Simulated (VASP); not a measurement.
Write the native input for VASP 6.6.1 that does the following.

```yaml
Task: single point
Functional: r2SCAN
Potentials_or_basis: VASP PAW PBE potentials, release 64 (Ca_sv)
Cutoff: 550 eV
k_mesh: 16 × 16 × 16
Occupations: gaussian, width 0.15 eV
Spin: no spin polarisation
Dipole_correction: no
Further_INCAR_settings: ALGO = Normal; EDIFF = 1e-06; NBANDS = 11
```

Ca:

```
CELL_PARAMETERS angstrom
-2.24000 2.32960 2.24000
2.24000 -2.32960 2.24000
2.24000 2.32960 -2.24000
ATOMIC_POSITIONS crystal
Ca 0.00000 0.00000 0.00000
```

This cell differs from its parent crystal: strain +0.0400 x Voigt [0, 1, 0, 0, 0, 0].

The input as run:

POSCAR

```
Ca
1.0
   -2.2400000000      2.3296000000      2.2400000000
    2.2400000000     -2.3296000000      2.2400000000
    2.2400000000      2.3296000000     -2.2400000000
Ca
1
Direct
    0.0000000000      0.0000000000      0.0000000000
```

INCAR.step1

```
PREC = Accurate ; ENCUT = 550
ISMEAR = 0 ; SIGMA = 0.15
LREAL = F ; LASPH = T
NELM = 120 ; NBANDS = 11
GGA = PE ; ALGO = Normal
EDIFF = 1E-5 ; LWAVE = T
LCHARG = F ; GGA_COMPAT = F
```

INCAR.step2

```
PREC = Accurate ; ENCUT = 550
EDIFF = 1E-6 ; ISMEAR = 0
SIGMA = 0.15 ; LREAL = F
LASPH = T ; NELM = 120
ALGO = Normal ; ISIF = 2
LWAVE = F ; LCHARG = F
METAGGA = R2SCAN ; LMIXTAU = T
NBANDS = 11 ; ISTART = 1
GGA_COMPAT = F
```

KPOINTS

```
regular mesh
0
Gamma
  16 16 16
```

Potentials or basis: VASP PAW PBE potentials, release 64 (Ca_sv).

The run is started by

```bash
$ cat potpaw_PBE.64/Ca_sv/POTCAR > POTCAR
$ cp INCAR.step1 INCAR
$ mpirun -np 1 vasp_std > vasp.out
$ cp INCAR.step2 INCAR
$ mpirun -np 1 vasp_std > vasp.out
```

Results of the run:

```
Pressure               : -1.2 GPa
Band gap on the k mesh : zero (bands 5 and 6 overlap by 0.61 eV)
```

Caveat: the cell differs from its parent crystal (strain +0.0400 x Voigt [0, 1, 0, 0, 0, 0]); the PAW data sets were made with another functional, which shifts forces and pressure a little.

It took 11 min on 1 thread of AMD EPYC 7R43 64-Core Processor (Zen 3) (shared host), peak memory 0.28 GiB.
